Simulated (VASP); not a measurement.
# TaF3 (Pm-3m) in VASP: a series of runs, part 2 of 2

VASP 6.6.1. Earlier steps stand in the parts before.

### Step 3. Single point, PBEsol (strain -0.030 along x and y, -0.030 along z)

The input, INCAR:

```
SYSTEM = TaF3
PREC = Accurate
ENCUT = 520
EDIFF = 1E-6
ISMEAR = 0
SIGMA = 0.15
LREAL = .False.
LASPH = .True.
NELM = 60
ALGO = Normal
ISIF = 2
LWAVE = .False.
LCHARG = .False.
GGA = PS
NBANDS = 24
```

The input, KPOINTS:

```
regular mesh
0
Gamma
  12 12 12
  0 0 0
```

The input, POSCAR:

```
TaF3
1.0
    3.7841640000      0.0000000000      0.0000000000
    0.0000000000      3.7841640000      0.0000000000
    0.0000000000      0.0000000000      3.7841640000
Ta F
1 3
Direct
    0.0000000000      0.0000000000      0.0000000000
    0.5000000000      0.0000000000      0.0000000000
    0.0000000000      0.5000000000      0.0000000000
    0.0000000000      0.0000000000      0.5000000000
```

Potentials or basis: VASP PAW PBE potentials, release 64 (Ta_pv, F).

Run with:

```sh
$ cat potpaw_PBE.64/Ta_pv/POTCAR potpaw_PBE.64/F/POTCAR > POTCAR
$ mpirun -np 1 vasp_std > vasp.out
```

OUTCAR:

```text
SYSTEM = TaF3
   PREC = Accurate
   ENCUT = 520
   EDIFF = 1E-6
   ISMEAR = 0
   LREAL = .False.
   LASPH = .True.
   NELM = 60
   ISIF = 2
   GGA = PS

 ion  position               nearest neighbor table
   1  0.000  0.000  0.000-   2 1.89   3 1.89   4 1.89   4 1.89   3 1.89   2 1.89
   2  0.500  0.000  0.000-   1 1.89   1 1.89
   3  0.000  0.500  0.000-   1 1.89   1 1.89
   4  0.000  0.000  0.500-   1 1.89   1 1.89

  LATTYP: Found a simple cubic cell.
 ALAT       =     3.7841640000

  Lattice vectors:

 A1 = (   3.7841640000,   0.0000000000,   0.0000000000)
 A2 = (   0.0000000000,   3.7841640000,   0.0000000000)
 A3 = (   0.0000000000,   0.0000000000,   3.7841640000)

Analysis of symmetry for initial positions (statically):
=====================================================================
 Subroutine PRICEL returns:
 Original cell was already a primitive cell.

 Routine SETGRP: Setting up the symmetry group for a
 simple cubic supercell.

 Subroutine GETGRP returns: Found 48 space group operations
 (whereof 48 operations were pure point group operations)
 out of a pool of 48 trial point group operations.

The static configuration has the point symmetry O_h .

Analysis of symmetry for dynamics (positions and initial velocities):
=====================================================================
 Subroutine PRICEL returns:
 Original cell was already a primitive cell.

 Routine SETGRP: Setting up the symmetry group for a
 simple cubic supercell.

 Subroutine GETGRP returns: Found 48 space group operations
 (whereof 48 operations were pure point group operations)
 out of a pool of 48 trial point group operations.

The dynamic configuration has the point symmetry O_h .
[... 110 lines left out ...]
   ISYM   =      2    0-nonsym 1-usesym 2-fastsym
   POTIM  = 0.5000    time-step for ionic-motion
   TEBEG  =    0.0;   TEEND  =   0.0 temperature during run
   PSTRESS=    0.0 pullay stress
   NELECT =      32.0000    total number of electrons
   NUPDOWN=      -1.0000    fix difference up-down
   EMIN   =  10.00;   EMAX   =-10.00  energy-range for DOS
   EFERMI =   0.00;   METHOD = LEGACY
   ISMEAR =     0;   SIGMA  =   0.15  broadening in eV -4-tet -1-fermi 0-gaus
   EFERMI_NEDOS =   21; number of points for ismear=-14 and -15
   IALGO  =     38    algorithm
   IMIX   =      4    mixing-type and parameters
     AMIX     =   0.40;   BMIX     =  1.00
     AMIX_MAG =   1.60;   BMIX_MAG =  1.00
  volume/ion in A,a.u.               =      13.55        91.42
  Fermi-wavevector in a.u.,A,eV,Ry     =   1.373477  2.595496 25.666579  1.886440
  Thomas-Fermi vector in A             =   2.498991
   LORBIT       =      0    0 simple, 1 ext, 2 COOP (PROOUT), +10 PAW based schemes
   GGA     = PS    functional components
   LHFCALC =     F    Hartree Fock is set to
   AEXX    =    0.0000 exact exchange contribution
   IVDW    =     0    specifies the selected vdW correction
   LEPSILON=     F    determine dielectric tensor
   LRPA    =     F    only Hartree local field effects (RPA)
 non-spin polarized calculation
 Gauss-broadening in eV      SIGMA  =   0.15
  energy-cutoff  :      520.00
  volume of cell :       54.19
 maximum number of plane-waves:      1492
   NGX = 15   NGY = 15   NGZ = 15

 number of electron      31.9999958 magnetization

 Free energy of the ion-electron system (eV)
  ---------------------------------------------------
  ext. energy  EPLUGINS =         0.00000000
  ---------------------------------------------------
  free energy    TOTEN  =       -26.37981618 eV

  energy without entropy =      -26.35325221  energy(sigma->0) =      -26.36653419

 E-fermi :   5.7474     XC(G=0):  -9.7274

 val. band max:        5.7418107567   @ k =   0.3333   0.1667   0.0000
 cond. band min:       5.7723164365   @ k =   0.3333   0.2500   0.0000
 fundamental gap:      0.0305056797
 Fermi energy:         5.7474235065

 k-point     1 :       0.0000    0.0000    0.0000
  band No.  band energies     occupation
      1     -31.4054      2.00000
      2     -31.4054      2.00000
      3     -31.4054      2.00000
      4     -23.9770      2.00000
      5     -23.6330      2.00000
      6     -23.6330      2.00000
[... 637 lines left out ...]
     23      13.5941      0.00000
     24      14.9304      0.00000

 [... further k-points ...]
[... 5 lines left out ...]
  --------------------------------------------------------------------------------------
  -------------------------------------------------------------------------------------
  Total       14.6713439     14.6713439     14.6713439     -0.0000000      0.0000000     -0.0000000
  in kB      433.7811047    433.7811047    433.7811047     -0.0000000      0.0000000     -0.0000000
  external PRESSURE =     433.7811047 kB  Pullay stress =       0.0000000 kB

 VOLUME and BASIS-vectors are now :
 -----------------------------------------------------------------------------
  energy-cutoff  :      520.00
  volume of cell :       54.19
      direct lattice vectors                 reciprocal lattice vectors
     3.784164000  0.000000000  0.000000000     0.264259160  0.000000000  0.000000000
     0.000000000  3.784164000  0.000000000     0.000000000  0.264259160  0.000000000
     0.000000000  0.000000000  3.784164000     0.000000000  0.000000000  0.264259160

 POSITION                                       TOTAL-FORCE (eV/Angst)
 -----------------------------------------------------------------------------------
      0.00000      0.00000      0.00000         0.000000      0.000000      0.000000
      1.89208      0.00000      0.00000         0.000000      0.000000      0.000000
      0.00000      1.89208      0.00000         0.000000      0.000000      0.000000
      0.00000      0.00000      1.89208         0.000000      0.000000      0.000000
 -----------------------------------------------------------------------------------
    total drift:                                0.000000      0.000000     -0.000000

  FREE ENERGIE OF THE ION-ELECTRON SYSTEM (eV)
  ---------------------------------------------------
  free  energy   TOTEN  =       -26.3798161753 eV

  energy  without entropy=      -26.3532522115  energy(sigma->0) =      -26.36653419
```

OSZICAR:

```text
N       E                     dE             d eps       ncg     rms          rms(c)
DAV:   1     0.270135751273E+03    0.27014E+03   -0.18354E+04  4032   0.133E+03
DAV:   2    -0.146922488235E+02   -0.28483E+03   -0.27393E+03  4992   0.379E+02
DAV:   3    -0.279969730010E+02   -0.13305E+02   -0.13213E+02  4992   0.818E+01
DAV:   4    -0.281023927562E+02   -0.10542E+00   -0.10539E+00  4464   0.814E+00
DAV:   5    -0.281034379328E+02   -0.10452E-02   -0.10451E-02  5064   0.786E-01    0.385E+01
DAV:   6    -0.264059087837E+02    0.16975E+01   -0.56070E+00  4416   0.225E+01    0.202E+01
DAV:   7    -0.263797184384E+02    0.26190E-01   -0.16350E-01  4408   0.376E+00    0.957E+00
DAV:   8    -0.263782663258E+02    0.14521E-02   -0.13599E-02  4728   0.107E+00    0.104E+00
DAV:   9    -0.263784393089E+02   -0.17298E-03   -0.72883E-04  4768   0.239E-01    0.902E-02
DAV:  10    -0.263797761144E+02   -0.13368E-02   -0.14045E-03  4088   0.210E-01    0.173E-01
DAV:  11    -0.263798006318E+02   -0.24517E-04   -0.82476E-05  4928   0.521E-02    0.963E-02
DAV:  12    -0.263798126186E+02   -0.11987E-04   -0.31310E-05  4208   0.369E-02    0.687E-03
DAV:  13    -0.263798161705E+02   -0.35520E-05   -0.51084E-06  3952   0.101E-02    0.445E-03
DAV:  14    -0.263798161753E+02   -0.47207E-08   -0.22846E-07  3624   0.301E-03
   1 F= -.26379816E+02 E0= -.26366534E+02  d E =-.265640E-01
```

stdout:

```text
POSCAR found type information on POSCAR TaF
 POSCAR found :  2 types and       4 ions
 scaLAPACK will be used
 -----------------------------------------------------------------------------
|                                                                             |
|                                                                             |
|     You enforced a specific xc type in the INCAR file but a different       |
|     I HOPE YOU KNOW WHAT YOU ARE DOING!                                     |
|                                                                             |
 -----------------------------------------------------------------------------

 LDA part: xc-table for (Slater+PW92), standard interpolation
 POSCAR, INCAR and KPOINTS ok, starting setup
 FFT: planning ... GRIDC
 FFT: planning ... GRID_SOFT
 FFT: planning ... GRID
 WAVECAR not read
 entering main loop
```

It took 72 s on 1 thread of Intel Xeon Platinum 8259CL at 2.50GHz (Skylake/Cascade Lake), shared host; peak memory 0.22 GiB.

Results:

```
Free energy            : -26.3798 eV
Pressure               : 43.4 GPa
Band gap on the k mesh : zero (bands 16 and 17 overlap by 3.63 eV)
```

Levels at points of the mesh, in eV from the Fermi level:
```csv
k point,band 14,band 15,band 16,band 17,band 18,band 19
"(0.00, 0.00, 0.00)",-9.64,-9.64,-1.48,-1.48,-1.48,-0.80
"(0.50, 0.00, 0.00)",-9.68,-9.68,-1.38,0.46,0.46,2.08
"(0.50, 0.50, 0.00)",-9.97,-9.06,0.59,0.59,1.71,4.04
"(0.50, 0.50, 0.50)",-9.05,-9.05,2.15,2.15,2.15,3.07
```

Caveat: the cell differs from its parent crystal (strain -0.030 along x and y, -0.030 along z); the cell stands under pressure; the PAW data sets were made with another functional, which shifts forces and pressure a little; spin-orbit coupling is left out, which moves the levels of the heavy elements.

### Step 4. Single point, PBEsol (strain -0.015 along x and y, -0.015 along z)

The input, INCAR:

```
SYSTEM = TaF3
PREC = Accurate ; ENCUT = 520
EDIFF = 1E-6 ; ISMEAR = 0
SIGMA = 0.15 ; LREAL = .False.
LASPH = .True. ; NELM = 80
ALGO = Normal ; ISIF = 2
LWAVE = .False. ; LCHARG = .False.
GGA = PS ; NBANDS = 24
```

KPOINTS is that of step 3.

The input, POSCAR:

```
TaF3
1.0
    3.8426820000      0.0000000000      0.0000000000
    0.0000000000      3.8426820000      0.0000000000
    0.0000000000      0.0000000000      3.8426820000
Ta F
1 3
Direct
    0.0000000000      0.0000000000      0.0000000000
    0.5000000000      0.0000000000      0.0000000000
    0.0000000000      0.5000000000      0.0000000000
    0.0000000000      0.0000000000      0.5000000000
```

Run with:

```sh
$ cat potpaw_PBE.64/Ta_pv/POTCAR potpaw_PBE.64/F/POTCAR > POTCAR
$ mpirun -np 1 vasp_std > vasp.out
```

It took 88 s on 1 thread of Intel Xeon Platinum 8259CL at 2.50GHz (Skylake/Cascade Lake), shared host; peak memory 0.23 GiB.

It converged, with:

| Item | Value |
| --- | --- |
| Free energy | -26.9759 eV |
| Pressure | 31.0 GPa |
| Band gap on the k mesh | zero (bands 16 and 17 overlap by 3.34 eV) |

Levels at points of the mesh, in eV from the Fermi level:
| k point | band 14 | band 15 | band 16 | band 17 | band 18 | band 19 |
| --- | --- | --- | --- | --- | --- | --- |
| (0.00, 0.00, 0.00) | -9.41 | -9.41 | -1.37 | -1.37 | -1.37 | -0.63 |
| (0.50, 0.00, 0.00) | -9.43 | -9.43 | -1.28 | 0.41 | 0.41 | 2.25 |
| (0.50, 0.50, 0.00) | -9.83 | -8.78 | 0.53 | 0.53 | 1.62 | 3.64 |
| (0.50, 0.50, 0.50) | -8.78 | -8.78 | 1.96 | 1.96 | 1.96 | 3.39 |

Caveat: the cell differs from its parent crystal (strain -0.015 along x and y, -0.015 along z); the cell stands under pressure; the PAW data sets were made with another functional, which shifts forces and pressure a little; spin-orbit coupling is left out, which moves the levels of the heavy elements.

### Step 5. The runs side by side

```tsv
cell	gap on the mesh (eV)	pressure (GPa)
a = 4.018 Å, 4 atoms	none	5.6
a = 3.784 Å, 4 atoms	none	43.4
a = 3.843 Å, 4 atoms	none	31.0
```

Alike in all rows: task single point; level PBEsol; potentials or basis VASP PAW PBE potentials, release 64 (Ta_pv, F); no spin polarisation; k mesh 12 × 12 × 12; cutoff (eV) 520; smearing gaussian 0.15 eV.

Caveats: the cell stands under pressure; the PAW data sets were made with another functional, which shifts forces and pressure a little; spin-orbit coupling is left out, which moves the levels of the heavy elements.

Total energies depend on the potentials used, so only differences within one code and one set of settings carry meaning.
